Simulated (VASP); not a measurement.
A run of VASP 6.6.1 is set up as follows.

INCAR

```
PREC = Accurate
ENCUT = 520
EDIFF = 1E-6
ISMEAR = 0
SIGMA = 0.03
LREAL = F
LASPH = T
NELM = 60
ALGO = Normal
ISIF = 2
LWAVE = F
LCHARG = F
NBANDS = 16
```

File KPOINTS:

```
Automatic mesh
0
Gamma
  10 10 10
```

The input POSCAR:

```
Si
1.0
   -3.2022337019      3.2022337019      1.9083649472
    3.2022337019     -3.2022337019      1.9083649472
    3.2022337019      3.2022337019     -1.9083649472
Si
4
Direct
    0.1788433299      0.1788433299      0.3576866598
    0.8211566701      0.8211566701      0.6423133402
    0.1788433299      0.8211566701      0.0000000000
    0.8211566701      0.1788433299      0.0000000000
```

Potentials or basis: VASP PAW LDA potentials, release 64 (Si).

Run with:

```bash
$ cat potpaw_LDA.64/Si/POTCAR > POTCAR
$ mpirun -np 1 vasp_std > vasp.out
```

**Question.** Estimate the largest force.

**Answer.** 0.562 eV/Å.

**Question.** Predict the pressure.

**Answer.** 6.2 GPa.

**Question.** What does it give for the band gap on the k mesh?

**Answer.** Zero (bands 8 and 9 overlap by 0.08 eV).

Stress tensor (GPa, compression positive):
```
8.17 0.00 0.00
0.00 8.17 0.00
0.00 0.00 2.23
```

Caveat: the cell differs from its parent crystal (strain -0.030 along x and y, +0.000 along z); the stress differs along the axes, from 2 to 8 GPa; semilocal functionals underestimate gaps, and a narrow one can read as zero.
